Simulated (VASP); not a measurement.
A run of VASP 6.6.1:

The input INCAR:

```
  PREC = Accurate
  ENCUT = 520
  EDIFF = 1E-6
  ISMEAR = 1
  SIGMA = 0.1
  LREAL = F
  LASPH = T
  NELM = 60
  ALGO = Normal
  ISIF = 2
  LWAVE = F
  LCHARG = F
  GGA = PE
  NBANDS = 16
```

The input KPOINTS:

```
Automatic mesh
0
Gamma
  14 14 12
```

Contents of POSCAR:

```
WC
1.0
    2.9065000000      0.0000000000      0.0000000000
   -1.4532500000      2.5171030000      0.0000000000
    0.0000000000      0.0000000000      2.8366000000
W C
1 1
Direct
    0.0000000000      0.0000000000      0.0000000000
    0.6666666667      0.3333333333      0.5000000000
```

Potentials or basis: VASP PAW PBE potentials, release 64 (W_sv, C).

Launch:

```bash
$ cat potpaw_PBE.64/W_sv/POTCAR potpaw_PBE.64/C/POTCAR > POTCAR
$ mpirun -np 1 vasp_std > vasp.out
```

Hardware: 1 thread of AMD EPYC 9R45 96-Core Processor (Zen 5), on a shared host.

Task: How long does it take, and how much memory?

Result: Wall time 25 s on 1 thread of AMD EPYC 9R45 96-Core Processor (Zen 5) (shared host), peak memory 0.15 GiB. Counts: scf iterations 13, k points 168.
